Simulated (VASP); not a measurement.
# LaP (Fm-3m) in VASP: a series of runs

LaP is run at these levels: LDA; tasks: electric field gradients.

Everything below comes from runs of VASP 6.6.1. Logs are shortened: lines on timing, memory, paths and dates and some standing lists are left out, and cuts for length are marked.

## Step 1: The cell of the first run

It takes space group Fm-3m (No. 225, cubic). The conventional cell has a = 5.985 Å, b = 5.985 Å, c = 5.985 Å, α = 90.00°, β = 90.00°, γ = 90.00°. Within 3.9 Å of La (site symmetry m-3m) lie 6 P at 2.99 Å. Within 3.9 Å of P (site symmetry m-3m) lie 6 La at 2.99 Å.

## Step 2: Electric field gradients, LDA (volume scaled by 0.98)

INCAR

```
SYSTEM = LaP
ALGO = Normal
EDIFF = 1E-8
ENCUT = 520
GGA = CA
ISIF = 2
ISMEAR = -1
LASPH = .True.
LCHARG = .False.
LEFG = .True.
LREAL = .False.
LWAVE = .False.
NBANDS = 15
NELM = 60
PREC = Accurate
SIGMA = 0.03
```

KPOINTS

```
k-points
0
Gamma
  10 10 10
  0 0 0
```

POSCAR

```
LaP
1.0
    0.0000000000      2.9922812700      2.9922812700
    2.9922812700      0.0000000000      2.9922812700
    2.9922812700      2.9922812700      0.0000000000
La P
1 1
Direct
    0.0000000000      0.0000000000      0.0000000000
    0.5000000000      0.5000000000      0.5000000000
```

Potentials or basis: VASP PAW LDA potentials, release 64 (La, P).

Started as:

```
$ cat potpaw_LDA.64/La/POTCAR potpaw_LDA.64/P/POTCAR > POTCAR
$ mpirun -np 1 vasp_std > vasp.out
```

OUTCAR:

```text
SYSTEM = LaP
   EDIFF = 1E-8
   ENCUT = 520
   GGA = CA
   ISIF = 2
   ISMEAR = -1
   LASPH = .True.
   LREAL = .False.
   NELM = 60
   PREC = Accurate

 ion  position               nearest neighbor table
   1  0.000  0.000  0.000-   2 2.99   2 2.99   2 2.99   2 2.99   2 2.99   2 2.99
   2  0.500  0.500  0.500-   1 2.99   1 2.99   1 2.99   1 2.99   1 2.99   1 2.99

  LATTYP: Found a face centered cubic cell.
 ALAT       =     5.9845625400

  Lattice vectors:

 A1 = (   0.0000000000,   2.9922812700,   2.9922812700)
 A2 = (   2.9922812700,   0.0000000000,   2.9922812700)
 A3 = (   2.9922812700,   2.9922812700,   0.0000000000)

Analysis of symmetry for initial positions (statically):
=====================================================================
 Subroutine PRICEL returns:
 Original cell was already a primitive cell.

 Routine SETGRP: Setting up the symmetry group for a
 face centered cubic supercell.

 Subroutine GETGRP returns: Found 48 space group operations
 (whereof 48 operations were pure point group operations)
 out of a pool of 48 trial point group operations.

The static configuration has the point symmetry O_h .

Analysis of symmetry for dynamics (positions and initial velocities):
=====================================================================
 Subroutine PRICEL returns:
 Original cell was already a primitive cell.

 Routine SETGRP: Setting up the symmetry group for a
 face centered cubic supercell.

 Subroutine GETGRP returns: Found 48 space group operations
 (whereof 48 operations were pure point group operations)
 out of a pool of 48 trial point group operations.

The dynamic configuration has the point symmetry O_h .

 Subroutine INISYM returns: Found 48 space group operations
 (whereof 48 operations are pure point group operations),
 and found     1 'primitive' translations

----------------------------------------------------------------------------------------

                                     Primitive cell

  volume of cell :      53.5843

  direct lattice vectors                    reciprocal lattice vectors
     0.000000000  2.992281270  2.992281270    -0.167096591  0.167096591  0.167096591
     2.992281270  0.000000000  2.992281270     0.167096591 -0.167096591  0.167096591
     2.992281270  2.992281270  0.000000000     0.167096591  0.167096591 -0.167096591

  length of vectors
     4.231724754  4.231724754  4.231724754     0.289419786  0.289419786  0.289419786

  position of ions in fractional coordinates (direct lattice)
     0.000000000  0.000000000  0.000000000
     0.500000000  0.500000000  0.500000000

  ion indices of the primitive-cell ions
   primitive index   ion index
                 1           1
                 2           2

----------------------------------------------------------------------------------------

 KPOINTS: k-points

Automatic generation of k-mesh.
 Grid dimensions read from file:
 generate k-points for:   10   10   10

 Generating k-lattice:

  Cartesian coordinates                     Fractional coordinates (reciprocal lattice)
    -0.016709659  0.016709659  0.016709659     0.100000000  0.000000000  0.000000000
     0.016709659 -0.016709659  0.016709659     0.000000000  0.100000000  0.000000000
     0.016709659  0.016709659 -0.016709659     0.000000000  0.000000000  0.100000000

  Length of vectors
     0.028941979  0.028941979  0.028941979

  Shift w.r.t. Gamma in fractional coordinates (k-lattice)
     0.000000000  0.000000000  0.000000000

 Subroutine IBZKPT returns following result:
 ===========================================

 Found     47 irreducible k-points:

 Following reciprocal coordinates:
            Coordinates               Weight
  0.000000  0.000000  0.000000      1.000000
  0.100000  0.000000  0.000000      8.000000
  0.200000  0.000000  0.000000      8.000000
  0.300000  0.000000  0.000000      8.000000
  0.400000  0.000000  0.000000      8.000000
  0.500000  0.000000  0.000000      4.000000
[... 16 lines left out ...]
  0.300000  0.300000  0.000000      6.000000
  0.400000  0.300000  0.000000     24.000000
 [... further k-points ...]
   k-points           NKPTS =     47   k-points in BZ     NKDIM =     47   number of bands    NBANDS=     15
   number of dos      NEDOS =    301   number of ions     NIONS =      2
   total plane-waves  NPLWV =  32768
   dimension x,y,z NGX =    32 NGY =   32 NGZ =   32
   dimension x,y,z NGXF=    64 NGYF=   64 NGZF=   64
   ions per type =               1   1
   NGX,Y,Z   is equivalent  to a cutoff of  12.57, 12.57, 12.57 a.u.
   NGXF,Y,Z  is equivalent  to a cutoff of  25.14, 25.14, 25.14 a.u.
 SYSTEM =  LaP
   PREC   = accura    normal or accurate (medium, high low for compatibility)
   ISTART =      0    job   : 0-new  1-cont  2-samecut
   ICHARG =      2    charge: 1-file 2-atom 10-const
   ISPIN  =      1    spin polarized calculation?
   LNONCOLLINEAR =      F non collinear calculations
   LSORBIT =      F    spin-orbit coupling
   LASPH  =      T    aspherical Exc in radial PAW
   ENCUT  =  520.0 eV  38.22 Ry    6.18 a.u.   7.87  7.87  7.87*2*pi/ulx,y,z
   NELM   =     60;   NELMIN=  2; NELMDL= -5     # of ELM steps
   EDIFF  = 0.1E-07   stopping-criterion for ELM
   LREAL  =      F    real-space projection
   EDIFFG = 0.1E-06   stopping-criterion for IOM
   NSW    =      0    number of steps for IOM
   IBRION =     -1    ionic relax: 0-MD 1-quasi-New 2-CG
   NFREE  =      0    steps in history (QN), initial steepest desc. (CG)
   ISIF   =      2    stress and relaxation
   ISYM   =      2    0-nonsym 1-usesym 2-fastsym
   POTIM  = 0.5000    time-step for ionic-motion
   TEBEG  =    0.0;   TEEND  =   0.0 temperature during run
   PSTRESS=    0.0 pullay stress
   NELECT =      16.0000    total number of electrons
   NUPDOWN=      -1.0000    fix difference up-down
   EMIN   =  10.00;   EMAX   =-10.00  energy-range for DOS
   EFERMI =   0.00;   METHOD = LEGACY
   ISMEAR =    -1;   SIGMA  =   0.03  broadening in eV -4-tet -1-fermi 0-gaus
   EFERMI_NEDOS =   21; number of points for ismear=-14 and -15
   IALGO  =     38    algorithm
   IMIX   =      4    mixing-type and parameters
     AMIX     =   0.40;   BMIX     =  1.00
     AMIX_MAG =   1.60;   BMIX_MAG =  1.00
  volume/ion in A,a.u.               =      26.79       180.80
  Fermi-wavevector in a.u.,A,eV,Ry     =   1.094214  2.067765 16.290325  1.197305
  Thomas-Fermi vector in A             =   2.230515
   LORBIT       =      0    0 simple, 1 ext, 2 COOP (PROOUT), +10 PAW based schemes
   GGA     = CA    functional components
   LHFCALC =     F    Hartree Fock is set to
   AEXX    =    0.0000 exact exchange contribution
   IVDW    =     0    specifies the selected vdW correction
   LEPSILON=     F    determine dielectric tensor
   LRPA    =     F    only Hartree local field effects (RPA)
 non-spin polarized calculation
  energy-cutoff  :      520.00
  volume of cell :       53.58
 maximum number of plane-waves:      1459
   NGX = 15   NGY = 15   NGZ = 15

 number of electron      16.0000000 magnetization

 Free energy of the ion-electron system (eV)
  ---------------------------------------------------
  ext. energy  EPLUGINS =         0.00000000
  ---------------------------------------------------
  free energy    TOTEN  =       -14.70090675 eV

  energy without entropy =      -14.70000780  energy(sigma->0) =      -14.70045728

 E-fermi :   6.4500     XC(G=0): -10.0193

 val. band max:        6.4283329836   @ k =   0.1000   0.1000   0.0000
 cond. band min:       6.5753844688   @ k =   0.0000   0.0000   0.0000
 fundamental gap:      0.1470514852
 Fermi energy:         6.4499986712

 k-point     1 :       0.0000    0.0000    0.0000
  band No.  band energies     occupation
      1     -25.0787      2.00000
      2      -8.6359      2.00000
      3      -8.6359      2.00000
      4      -8.6359      2.00000
      5      -2.6878      2.00000
      6       6.5754      0.03015
      7       6.5754      0.03015
      8       6.5754      0.03015
      9       8.2010      0.00000
     10       8.2010      0.00000
     11       8.2010      0.00000
     12       9.0358      0.00000
     13       9.1207      0.00000
     14       9.1207      0.00000
     15       9.6135      0.00000
[... 397 lines left out ...]
 k-point    24 :       0.4000    0.3000    0.0000
  band No.  band energies     occupation
      1     -25.0206      2.00000
      2      -9.1346      2.00000
      3      -8.8238      2.00000
      4      -8.8022      2.00000
      5      -2.0280      2.00000
      6       4.7480      2.00000
      7       5.8553      2.00000
      8       6.0986      1.99998
      9       6.9721      0.00000
     10       9.2955      0.00000
     11       9.3287      0.00000
     12       9.3781      0.00000
     13       9.3823      0.00000
     14       9.5168      0.00000
     15       9.7541      0.00000

 [... further k-points ...]
[... 5 lines left out ...]
  --------------------------------------------------------------------------------------
  -------------------------------------------------------------------------------------
  Total       -0.6101042     -0.6101042     -0.6101042      0.0000000     -0.0000000      0.0000000
  in kB      -18.2422075    -18.2422075    -18.2422075      0.0000000     -0.0000000      0.0000000
  external PRESSURE =     -18.2422075 kB  Pullay stress =       0.0000000 kB

 VOLUME and BASIS-vectors are now :
 -----------------------------------------------------------------------------
  energy-cutoff  :      520.00
  volume of cell :       53.58
      direct lattice vectors                 reciprocal lattice vectors
     0.000000000  2.992281270  2.992281270    -0.167096591  0.167096591  0.167096591
     2.992281270  0.000000000  2.992281270     0.167096591 -0.167096591  0.167096591
     2.992281270  2.992281270  0.000000000     0.167096591  0.167096591 -0.167096591

 POSITION                                       TOTAL-FORCE (eV/Angst)
 -----------------------------------------------------------------------------------
      0.00000      0.00000      0.00000        -0.000000      0.000000     -0.000000
      2.99228      2.99228      2.99228         0.000000     -0.000000      0.000000
 -----------------------------------------------------------------------------------
    total drift:                                0.000000     -0.000000     -0.000000

  FREE ENERGIE OF THE ION-ELECTRON SYSTEM (eV)
  ---------------------------------------------------
  free  energy   TOTEN  =       -14.7009067498 eV

  energy  without entropy=      -14.7000078016  energy(sigma->0) =      -14.70045728

 Electric field gradients (V/A^2)
---------------------------------------------------------------------
 ion       V_xx      V_yy      V_zz      V_xy      V_xz      V_yz
---------------------------------------------------------------------
   1       0.000     0.000     0.000     0.000     0.000     0.000
   2       0.000     0.000     0.000    -0.000    -0.000    -0.000
---------------------------------------------------------------------

 Electric field gradients after diagonalization (V/A^2)
 (convention: |V_zz| > |V_xx| > |V_yy|)
----------------------------------------------------------------------
 ion       V_xx      V_yy      V_zz     asymmetry (V_yy - V_xx)/ V_zz
----------------------------------------------------------------------
   1      -0.000    -0.000     0.001       0.000
   2       0.000     0.000    -0.001       0.000
----------------------------------------------------------------------

           NMR quadrupolar parameters

 Cq : quadrupolar parameter    Cq=e*Q*V_zz/h
 eta: asymmetry parameters     (V_yy - V_xx)/ V_zz
 Q  : nuclear electric quadrupole moment in mb (millibarn)
----------------------------------------------------------------------
 ion       Cq(MHz)       eta       Q (mb)
----------------------------------------------------------------------
   1       0.000       0.000       1.000
   2      -0.000       0.000       1.000
----------------------------------------------------------------------
```

Wall time 22 s (1 thread of AMD EPYC 9R45 (Zen 5), shared host); peak memory 0.16 GiB.

What came out:

```yaml
Free_energy: -14.7009 eV
Pressure: -1.8 GPa
Band_gap_on_the_k_mesh: zero (band 8 reaches 6.58 eV, above the bottom of band 9 at 6.40 eV)
```

Caveat: without QUAD_EFG the Cq values of the log hold for a quadrupole moment of 1 mb, not for the nuclei; spin-orbit coupling is left out, which moves the levels of the heavy elements.

(Part 1 of 2 ends here.)
